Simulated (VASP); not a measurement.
Wanted: the native input for a VASP 6.6.1 run.

| Quantity | Value |
| --- | --- |
| Task | relaxation of shape and atoms at fixed volume |
| Functional | r2SCAN |
| Potentials or basis | VASP PAW PBE potentials, release 64 (Ta_pv, N) |
| Cutoff | 600 eV |
| k mesh | 18 × 18 × 14 |
| Occupations | gaussian, width 0.1 eV |
| Spin | no spin polarisation |
| Dipole correction | no |
| Further INCAR settings | ALGO = Normal; EDIFF = 1e-06; IBRION = 2; EDIFFG = -0.01; NSW = 50; ISIF = 4 |

The system is TaN.

```
Ta N
1.0
     2.90649    0.00000    0.00000
    -1.45325    2.51710    0.00000
     0.00000    0.00000    2.85548
Ta N
1 1
Direct
  0.33333 0.66667 0.50000
  0.00000 0.00000 0.00000
```

These files were run (other wordings do the same):

POSCAR

```
TaN
1.0
    2.9064942713      0.0000000000      0.0000000000
   -1.4532471356      2.5170978749      0.0000000000
    0.0000000000      0.0000000000      2.8554791744
Ta N
1 1
Direct
    0.3333333333      0.6666666667      0.5000000000
    0.0000000000      0.0000000000      0.0000000000
```

INCAR.step1

```
PREC = Accurate
ENCUT = 600
ISMEAR = 0
SIGMA = 0.1
LREAL = F
LASPH = T
NELM = 60
GGA = PE
ALGO = Normal
EDIFF = 1E-4
LWAVE = T
LCHARG = F
```

INCAR.step2

```
PREC = Accurate
ENCUT = 600
EDIFF = 1E-6
ISMEAR = 0
SIGMA = 0.1
LREAL = F
LASPH = T
NELM = 60
ALGO = Normal
ISIF = 4
LWAVE = F
LCHARG = F
METAGGA = R2SCAN
LMIXTAU = T
IBRION = 2
NSW = 50
EDIFFG = -0.01
ISTART = 1
```

KPOINTS

```
regular mesh
0
Gamma
  18 18 14
```

Potentials or basis: VASP PAW PBE potentials, release 64 (Ta_pv, N).

Launch:

```console
$ cat potpaw_PBE.64/Ta_pv/POTCAR potpaw_PBE.64/N/POTCAR > POTCAR
$ cp INCAR.step1 INCAR
$ mpirun -np 1 vasp_std > vasp.out
$ cp INCAR.step2 INCAR
$ mpirun -np 1 vasp_std > vasp.out
```

It gave:

The energy gained by relaxing is 0.1 meV/atom and the ionic steps are 3. The pressure after relaxing is 13.5 GPa. The band gap on the k mesh is zero (bands 8 and 9 overlap by 0.26 eV).

Caveat: the PAW data sets were made with another functional, which shifts forces and pressure a little; spin-orbit coupling is left out, which moves the levels of the heavy elements.

Wall time 9.1 min on 1 thread of Oxide Virtual Turin-like Processor (shared host), peak memory 0.2 GiB.
